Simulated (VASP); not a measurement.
AlN: single point with PBE

AlN:

```xyz
2
Lattice="0.0000 2.0650 2.0040 2.0650 0.0000 2.0040 2.0650 2.0650 0.0000" Properties=species:S:1:pos:R:3 pbc="T T T"
Al    2.0650    2.0650    2.0040
N     0.0000    0.0000    0.0000
```

This cell differs from its parent crystal: strain +0.015 along x and y, -0.015 along z.

```json
{
 "Program": "VASP 6.6.1",
 "Task": "single point",
 "Functional": "PBE",
 "Potentials or basis": "VASP PAW PBE potentials, release 64 (Al, N)",
 "Cutoff": "520 eV",
 "k mesh": "10 × 10 × 10",
 "Occupations": "gaussian, width 0.05 eV",
 "Spin": "no spin polarisation"
}
```

```json
{
 "Pressure": "-3.2 GPa",
 "Band gap on the k mesh": "4.05 eV, indirect (least direct gap 5.11 eV)"
}
```

Stress tensor (GPa, compression positive):
```
-5.63  0.00  0.00
 0.00 -5.63  0.00
 0.00  0.00  1.74
```

Levels at points of the mesh, in eV from the valence-band top:
```csv
k point,band 1,band 2,band 3,band 4,band 5,band 6,band 7,band 8,band 9
"(0.00, 0.00, 0.00)",-17.33,-0.23,0.00,0.00,5.11,11.87,11.87,12.26,16.99
"(0.50, 0.00, 0.00)",-14.20,-8.16,-1.15,-1.04,5.82,10.33,11.04,12.71,15.68
"(0.50, 0.50, 0.00)",-13.11,-7.14,-2.93,-2.93,4.05,5.10,13.82,16.44,16.44
"(0.50, 0.00, 0.50)",-13.35,-7.27,-2.90,-2.52,4.31,5.39,13.43,16.27,17.25
```

Wall time 6.6 s on 1 thread of Intel(R) Xeon(R) 6975P-C (Granite Rapids), with other jobs on the host, peak memory 0.14 GiB.

Caveat: the cell differs from its parent crystal (strain +0.015 along x and y, -0.015 along z). A k mesh can miss the band edges.
